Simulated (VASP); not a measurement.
Input of a VASP 6.6.1 run:

The input INCAR:

```
PREC = Accurate
ENCUT = 500
EDIFF = 1E-6
ISMEAR = -1
SIGMA = 0.02
LREAL = F
LASPH = T
NELM = 120
ALGO = Normal
ISIF = 2
LWAVE = F
LCHARG = F
GGA = PE
NBANDS = 26
GGA_COMPAT = F
```

File KPOINTS:

```
Automatic mesh
0
Gamma
  6 6 2
```

File POSCAR:

```
HgTe
1.0
    4.2336391969      0.0000000000      0.0000000000
   -2.1168195985      3.6664390950      0.0000000000
    0.0000000000      0.0000000000      7.3965767620
Hg Te
2 2
Direct
    0.0000000000      0.0000000000      0.0000000000
    0.0000000000      0.0000000000      0.5000000000
    0.3333333333      0.6666666667      0.2500000000
    0.6666666667      0.3333333333      0.7500000000
```

Potentials or basis: VASP PAW PBE potentials, release 64 (Hg, Te).

Command:

```console
$ cat potpaw_PBE.64/Hg/POTCAR potpaw_PBE.64/Te/POTCAR > POTCAR
$ mpirun -np 1 vasp_std > vasp.out
```

Question: What does it give for the pressure?

Answer: 1.1 GPa.

Question: Predict the band gap on the k mesh.

Answer: Zero (band 18 reaches 4.64 eV, above the bottom of band 19 at 2.35 eV).

Stress tensor (GPa, compression positive):
```
0.79 0.00 0.00
0.00 0.79 0.00
0.00 0.00 1.86
```

Caveat: the k points lie up to 0.42 Å⁻¹ apart; spin-orbit coupling is left out, which moves the levels of the heavy elements.
